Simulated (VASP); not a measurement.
# Ti6O in VASP: notebook

Ti6O is run at these levels: PBEsol; tasks: single point.

All numbers are computed with VASP 6.6.1; they aren't measurements. Logs are shortened: lines on timing, memory, paths and dates and some standing lists are left out, and cuts for length are marked.

**1. The cell of the first run**

The cell holds a slab with vacuum, 7 atoms: a = 2.868 Å, b = 4.056 Å, c = 26.170 Å, α = 90.00°, β = 90.00°, γ = 90.00°.

**2. Single point, PBEsol**

INCAR reads:

```
SYSTEM = Ti6O
ALGO     = Normal         ! electronic algorithm
DIPOL    = 0.5 0.5 0.492
EDIFF    = 1E-6           ! SCF threshold, eV
ENCUT    = 520            ! plane-wave cutoff, eV
GGA      = PS             ! functional
IDIPOL   = 3            
ISIF     = 2              ! what is computed and relaxed
ISMEAR   = 0              ! smearing method
LASPH    = .True.         ! aspherical terms in the spheres
LCHARG   = .False.        ! write CHGCAR
LDIPOL   = .True.       
LREAL    = .False.        ! projectors in reciprocal space
LWAVE    = .False.        ! write WAVECAR
NBANDS   = 48             ! bands
NELM     = 100            ! most SCF steps
PREC     = Accurate       ! precision mode
SIGMA    = 0.1            ! smearing width, eV
```

KPOINTS reads:

```
k-points
0
Gamma
  10 7 1
  0 0 0
```

POSCAR reads:

```
Ti6O
1.0
    2.8679135959      0.0000000000      0.0000000000
    0.0000000000      4.0558423031      0.0000000000
    0.0000000000      0.0000000000     26.1697839898
Ti O
6 1
Direct
    0.5000000000      0.5000000000      0.3248020695
    0.0000000000      0.0000000000      0.3795964385
    0.5000000000      0.5000000000      0.4343908074
    0.0000000000      0.0000000000      0.4915338402
    0.5000000000      0.5000000000      0.5395543846
    0.0000000000      0.0000000000      0.6052816153
    0.0000000000      0.0000000000      0.6662722369
```

Potentials or basis: VASP PAW PBE potentials, release 64 (Ti_sv, O).

Started as:

```
cat potpaw_PBE.64/Ti_sv/POTCAR potpaw_PBE.64/O/POTCAR > POTCAR
mpirun -np 1 vasp_std > vasp.out
```

OUTCAR:

```text
SYSTEM = Ti6O
   EDIFF = 1E-6
   ENCUT = 520
   GGA = PS
   ISIF = 2
   ISMEAR = 0
   LASPH = .True.
   LREAL = .False.
   NELM = 100
   PREC = Accurate

 ion  position               nearest neighbor table
   1  0.500  0.500  0.325-   2 2.87   2 2.87   2 2.87   2 2.87   3 2.87
   2  0.000  0.000  0.380-   3 2.87   3 2.87   3 2.87   3 2.87   1 2.87   1 2.87   1 2.87   1 2.87

   3  0.500  0.500  0.434-   5 2.75   2 2.87   2 2.87   2 2.87   2 2.87   1 2.87   4 2.90   4 2.90
                             4 2.90   4 2.90
   4  0.000  0.000  0.492-   5 2.78   5 2.78   5 2.78   5 2.78   3 2.90   3 2.90   3 2.90   3 2.90

   5  0.500  0.500  0.540-   3 2.75   4 2.78   4 2.78   4 2.78   4 2.78
   6  0.000  0.000  0.605-   7 1.60
   7  0.000  0.000  0.666-   6 1.60

  LATTYP: Found a simple orthorhombic cell.
 ALAT       =     2.8679135959
 B/A-ratio  =     1.4142135624
 C/A-ratio  =     9.1250252543

  Lattice vectors:

 A1 = (   2.8679135959,   0.0000000000,   0.0000000000)
 A2 = (   0.0000000000,   4.0558423031,   0.0000000000)
 A3 = (   0.0000000000,   0.0000000000,  26.1697839898)

Analysis of symmetry for initial positions (statically):
=====================================================================
 Subroutine PRICEL returns:
 Original cell was already a primitive cell.

 Routine SETGRP: Setting up the symmetry group for a
 simple orthorhombic supercell.

 Subroutine GETGRP returns: Found  4 space group operations
 (whereof  4 operations were pure point group operations)
 out of a pool of  8 trial point group operations.

The static configuration has the point symmetry C_2v.

Analysis of symmetry for dynamics (positions and initial velocities):
=====================================================================
 Subroutine PRICEL returns:
 Original cell was already a primitive cell.

 Routine SETGRP: Setting up the symmetry group for a
 simple orthorhombic supercell.

 Subroutine GETGRP returns: Found  4 space group operations
 (whereof  4 operations were pure point group operations)
 out of a pool of  8 trial point group operations.

The dynamic configuration has the point symmetry C_2v.

 Subroutine INISYM returns: Found  4 space group operations
 (whereof  4 operations are pure point group operations),
 and found     1 'primitive' translations

----------------------------------------------------------------------------------------

                                     Primitive cell

  volume of cell :     304.4018

  direct lattice vectors                    reciprocal lattice vectors
     2.867913596  0.000000000  0.000000000     0.348685540  0.000000000  0.000000000
     0.000000000  4.055842303  0.000000000     0.000000000  0.246557910  0.000000000
     0.000000000  0.000000000 26.169783990     0.000000000  0.000000000  0.038212008

  length of vectors
     2.867913596  4.055842303 26.169783990     0.348685540  0.246557910  0.038212008

  position of ions in fractional coordinates (direct lattice)
     0.500000000  0.500000000  0.324802070
     0.000000000  0.000000000  0.379596439
     0.500000000  0.500000000  0.434390807
     0.000000000  0.000000000  0.491533840
     0.500000000  0.500000000  0.539554385
     0.000000000  0.000000000  0.605281615
     0.000000000  0.000000000  0.666272237

  ion indices of the primitive-cell ions
   primitive index   ion index
                 1           1
                 2           2
                 3           3
                 4           4
                 5           5
                 6           6
                 7           7

----------------------------------------------------------------------------------------

 KPOINTS: k-points

Automatic generation of k-mesh.
 Grid dimensions read from file:
 generate k-points for:   10    7    1

 Generating k-lattice:

  Cartesian coordinates                     Fractional coordinates (reciprocal lattice)
     0.034868554  0.000000000  0.000000000     0.100000000  0.000000000  0.000000000
     0.000000000  0.035222559  0.000000000     0.000000000  0.142857143  0.000000000
     0.000000000  0.000000000  0.038212008     0.000000000  0.000000000  1.000000000

  Length of vectors
     0.034868554  0.035222559  0.038212008

  Shift w.r.t. Gamma in fractional coordinates (k-lattice)
     0.000000000  0.000000000  0.000000000

 Subroutine IBZKPT returns following result:
 ===========================================

 Found     24 irreducible k-points:

 Following reciprocal coordinates:
            Coordinates               Weight
  0.000000  0.000000  0.000000      1.000000
  0.100000  0.000000  0.000000      2.000000
  0.200000  0.000000  0.000000      2.000000
  0.300000  0.000000  0.000000      2.000000
  0.400000  0.000000  0.000000      2.000000
  0.500000  0.000000  0.000000      1.000000
[... 16 lines left out ...]
  0.400000  0.428571  0.000000      4.000000
  0.500000  0.428571  0.000000      2.000000
   k-points           NKPTS =     24   k-points in BZ     NKDIM =     24   number of bands    NBANDS=     48
   number of dos      NEDOS =    301   number of ions     NIONS =      7
   total plane-waves  NPLWV = 141120
   dimension x,y,z NGX =    24 NGY =   30 NGZ =  196
   dimension x,y,z NGXF=    48 NGYF=   60 NGZF=  392
   ions per type =               6   1
   NGX,Y,Z   is equivalent  to a cutoff of  13.91, 12.30, 12.45 a.u.
   NGXF,Y,Z  is equivalent  to a cutoff of  27.82, 24.59, 24.90 a.u.
 SYSTEM =  Ti6O
   PREC   = accura    normal or accurate (medium, high low for compatibility)
   ISTART =      0    job   : 0-new  1-cont  2-samecut
   ICHARG =      2    charge: 1-file 2-atom 10-const
   ISPIN  =      1    spin polarized calculation?
   LNONCOLLINEAR =      F non collinear calculations
   LSORBIT =      F    spin-orbit coupling
   LASPH  =      T    aspherical Exc in radial PAW
   ENCUT  =  520.0 eV  38.22 Ry    6.18 a.u.   5.33  7.54 48.66*2*pi/ulx,y,z
   NELM   =    100;   NELMIN=  2; NELMDL= -5     # of ELM steps
   EDIFF  = 0.1E-05   stopping-criterion for ELM
   LREAL  =      F    real-space projection
   EDIFFG = 0.1E-04   stopping-criterion for IOM
   NSW    =      0    number of steps for IOM
   IBRION =     -1    ionic relax: 0-MD 1-quasi-New 2-CG
   NFREE  =      0    steps in history (QN), initial steepest desc. (CG)
   ISIF   =      2    stress and relaxation
   ISYM   =      2    0-nonsym 1-usesym 2-fastsym
   POTIM  = 0.5000    time-step for ionic-motion
   TEBEG  =    0.0;   TEEND  =   0.0 temperature during run
   PSTRESS=    0.0 pullay stress
   NELECT =      78.0000    total number of electrons
   NUPDOWN=      -1.0000    fix difference up-down
   EMIN   =  10.00;   EMAX   =-10.00  energy-range for DOS
   EFERMI =   0.00;   METHOD = LEGACY
   ISMEAR =     0;   SIGMA  =   0.10  broadening in eV -4-tet -1-fermi 0-gaus
   EFERMI_NEDOS =   21; number of points for ismear=-14 and -15
   IALGO  =     38    algorithm
   IMIX   =      4    mixing-type and parameters
     AMIX     =   0.40;   BMIX     =  1.00
     AMIX_MAG =   1.60;   BMIX_MAG =  1.00
  volume/ion in A,a.u.               =      43.49       293.46
  Fermi-wavevector in a.u.,A,eV,Ry     =   1.039818  1.964971 14.710908  1.081221
  Thomas-Fermi vector in A             =   2.174365
   LORBIT       =      0    0 simple, 1 ext, 2 COOP (PROOUT), +10 PAW based schemes
   GGA     = PS    functional components
   LHFCALC =     F    Hartree Fock is set to
   AEXX    =    0.0000 exact exchange contribution
   IVDW    =     0    specifies the selected vdW correction
   LEPSILON=     F    determine dielectric tensor
   LRPA    =     F    only Hartree local field effects (RPA)
 non-spin polarized calculation
 Gauss-broadening in eV      SIGMA  =   0.10
  energy-cutoff  :      520.00
  volume of cell :      304.40
 maximum number of plane-waves:      8237
 NGX is ok and might be reduce to    24
   NGX = 11   NGY = 15   NGZ = 97

 dipolmoment           0.000000      0.000000     -0.032242 electrons x Angstroem

 number of electron      78.0000028 magnetization

 dipolmoment           0.000000      0.000000      0.308240 electrons x Angstroem

 Free energy of the ion-electron system (eV)
  ---------------------------------------------------
  ext. energy  EPLUGINS =         0.00000000
  ---------------------------------------------------
  free energy    TOTEN  =       -54.49918696 eV

  energy without entropy =      -54.45128603  energy(sigma->0) =      -54.47523649

 E-fermi :  -0.7691     XC(G=0):  -5.0149

 val. band max:       -0.7736535473   @ k =   0.3000   0.2857   0.0000
 cond. band min:      -0.7662961155   @ k =   0.4000   0.4286   0.0000
 fundamental gap:      0.0073574317
 Fermi energy:        -0.7690731075

 k-point     1 :       0.0000    0.0000    0.0000
  band No.  band energies     occupation
      1     -57.5140      2.00000
      2     -57.1803      2.00000
      3     -57.1016      2.00000
      4     -57.0426      2.00000
      5     -57.0095      2.00000
      6     -56.9675      2.00000
[... 40 lines left out ...]
     47       0.7117      0.00000
     48       0.8676      0.00000

 k-point     2 :       0.1000    0.0000    0.0000
  band No.  band energies     occupation
      1     -57.5089      2.00000
      2     -57.1719      2.00000
      3     -57.0953      2.00000
      4     -57.0405      2.00000
      5     -57.0053      2.00000
      6     -56.9661      2.00000
[... 40 lines left out ...]
     47       0.5593      0.00000
     48       0.8388      0.00000

 k-point     3 :       0.2000    0.0000    0.0000
  band No.  band energies     occupation
      1     -57.4956      2.00000
      2     -57.1489      2.00000
      3     -57.0784      2.00000
      4     -57.0359      2.00000
      5     -56.9942      2.00000
      6     -56.9628      2.00000
[... 1060 lines left out ...]
     47       0.4857      0.00000
     48       0.7974      0.00000

 k-point    24 :       0.5000    0.4286    0.0000
  band No.  band energies     occupation
      1     -57.4601      2.00000
      2     -57.0632      2.00000
      3     -57.0481      2.00000
      4     -57.0264      2.00000
      5     -56.9682      2.00000
      6     -56.9562      2.00000
[... 40 lines left out ...]
     47       0.7726      0.00000
     48       0.7824      0.00000

------------------------ aborting loop because EDIFF is reached ----------------------------------------

 vacuum level on the upper side and lower side of the slab       (xc-potential included)         2.158        -2.528

  FORCE on cell =-STRESS in cart. coord.  units (eV):
  Direction    XX          YY          ZZ          XY          YZ          ZX
  --------------------------------------------------------------------------------------
  -------------------------------------------------------------------------------------
  Total        1.0093442     -4.6166918     -0.6463432      0.0000000      0.0000000      0.0000000
  in kB        5.3125448    -24.2993249     -3.4019390      0.0000000      0.0000000      0.0000000
  external PRESSURE =      -7.4629064 kB  Pullay stress =       0.0000000 kB

 VOLUME and BASIS-vectors are now :
 -----------------------------------------------------------------------------
  energy-cutoff  :      520.00
  volume of cell :      304.40
      direct lattice vectors                 reciprocal lattice vectors
     2.867913596  0.000000000  0.000000000     0.348685540  0.000000000  0.000000000
     0.000000000  4.055842303  0.000000000     0.000000000  0.246557910  0.000000000
     0.000000000  0.000000000 26.169783990     0.000000000  0.000000000  0.038212008

 POSITION                                       TOTAL-FORCE (eV/Angst)
 -----------------------------------------------------------------------------------
      1.43396      2.02792      8.50000         0.000000      0.000000      0.621196
      0.00000      0.00000      9.93396         0.000000      0.000000     -0.360984
      1.43396      2.02792     11.36791         0.000000      0.000000     -0.228901
      0.00000      0.00000     12.86333         0.000000      0.000000     -0.015378
      1.43396      2.02792     14.12002         0.000000      0.000000      0.013406
      0.00000      0.00000     15.84009         0.000000      0.000000     -0.511813
      0.00000      0.00000     17.43620         0.000000      0.000000      0.482475
 -----------------------------------------------------------------------------------
    total drift:                                0.000000      0.000000      0.000136

  FREE ENERGIE OF THE ION-ELECTRON SYSTEM (eV)
  ---------------------------------------------------
  free  energy   TOTEN  =       -54.4991869572 eV

  energy  without entropy=      -54.4512860268  energy(sigma->0) =      -54.47523649

 vacuum level on the upper side and lower side of the slab         7.175         2.393
```

Wall time 29 min (1 thread of Intel Xeon 8259CL, shared host); peak memory 0.51 GiB.

What came out:

* Free energy: -54.4992 eV
* Largest force: 0.621 eV/Å
* Band gap on the k mesh: zero (bands 39 and 40 overlap by 0.55 eV)

Forces in eV/Å, atoms in the order of the input:
```
Ti   0.000  0.000  0.621
Ti   0.000  0.000 -0.361
Ti   0.000  0.000 -0.229
Ti   0.000  0.000 -0.015
Ti   0.000  0.000  0.013
Ti   0.000  0.000 -0.512
O    0.000  0.000  0.482
```

Caveat: the PAW data sets were made with another functional, which shifts forces and pressure a little.

**3. Single point, PBEsol**

INCAR reads:

```
  PREC = Accurate
  ENCUT = 520
  EDIFF = 1E-7
  ISMEAR = 0
  SIGMA = 0.1
  LREAL = F
  LASPH = T
  NELM = 60
  ALGO = Normal
  ISIF = 2
  LWAVE = F
  LCHARG = F
  LDIPOL = T
  IDIPOL = 3
  DIPOL = 0.5 0.5 0.482
  GGA = PS
  NBANDS = 48
```

KPOINTS reads:

```
Automatic mesh
0
Gamma
  10 7 1
```

POSCAR reads:

```
Ti6O
1.0
    2.8679135959      0.0000000000      0.0000000000
    0.0000000000      4.0558423031      0.0000000000
    0.0000000000      0.0000000000     26.1697839898
Ti O
6 1
Direct
    0.5000000000      0.5000000000      0.3248020695
    0.0000000000      0.0000000000      0.3795964385
    0.5000000000      0.5000000000      0.4343908074
    0.0000000000      0.0000000000      0.4883298568
    0.5000000000      0.5000000000      0.5457738129
    0.0000000000      0.0000000000      0.5957844603
    0.0000000000      0.5000000000      0.6021232046
```

Potentials or basis: VASP PAW PBE potentials, release 64 (Ti_sv, O).

Started as:

```
cat potpaw_PBE.64/Ti_sv/POTCAR potpaw_PBE.64/O/POTCAR > POTCAR
mpirun -np 1 vasp_std > vasp.out
```

Wall time 31 min (1 thread of Intel Xeon 8259CL, shared host); peak memory 0.52 GiB.

It converged, with:

```yaml
Free_energy: -57.4823 eV
Largest_force: 0.677 eV/Å
Band_gap_on_the_k_mesh: zero (bands 39 and 40 overlap by 0.51 eV)
```

Forces on the atoms (eV/Å):
```
Ti   0.000  0.000  0.677
Ti   0.000  0.000 -0.283
Ti   0.000  0.000 -0.374
Ti   0.000  0.000 -0.002
Ti   0.000  0.000 -0.055
Ti   0.000  0.000 -0.001
O    0.000  0.000  0.038
```

Levels at points of the mesh, in eV from the Fermi level:
```
           k point  band 36  band 37  band 38  band 39  band 40  band 41  band 42  band 43
(0.00, 0.00, 0.00)    -0.99    -0.27    -0.04     0.07     0.16     0.31     0.68     0.81
(0.50, 0.00, 0.00)    -1.17    -1.09    -0.54    -0.35    -0.30     0.10     0.28     0.89
```

Caveat: the PAW data sets were made with another functional, which shifts forces and pressure a little.

(Continued in part 2 of 2.)
